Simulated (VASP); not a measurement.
Runs of VASP 6.6.1 on Cu. The structure is that of space group Fm-3m (No. 225), or close to it. The cells are those of the table. 

```tsv
task	cell	k mesh	cutoff (eV)	gap on the mesh (eV)	pressure (GPa)
relaxation of cell and atoms	relaxed to 21.1 GPa from a = 2.556 Å, angles 60.0°, 1 atom	20 × 20 × 20	600	none	21.1
single point	a = 2.556 Å, angles 60.0°, 1 atom	8 × 8 × 8	520	none	(a)
relaxation of cell and atoms	relaxed to 21.1 GPa from a = 2.438 Å, angles 60.0°, 1 atom	20 × 20 × 20	600	none	21.1
single point	a = 2.438 Å, angles 60.0°, 1 atom	20 × 20 × 20	520	none	21.5
```

Alike in all rows: level PBE+D3(BJ); potentials or basis VASP PAW PBE potentials, release 64 (Cu); no spin polarisation; smearing gaussian 0.1 eV.

**Question.** Fill in the values left out.

**Answer.** (a) -5.1.

Caveats: some runs use coarse meshes; pairwise dispersion overbinds metals, which lowers pressure and volume; the cell is relaxed towards a set pressure, so the enthalpy falls and the energy may rise (some runs).

A gap of «none» marks levels without a gap at the run's occupations.
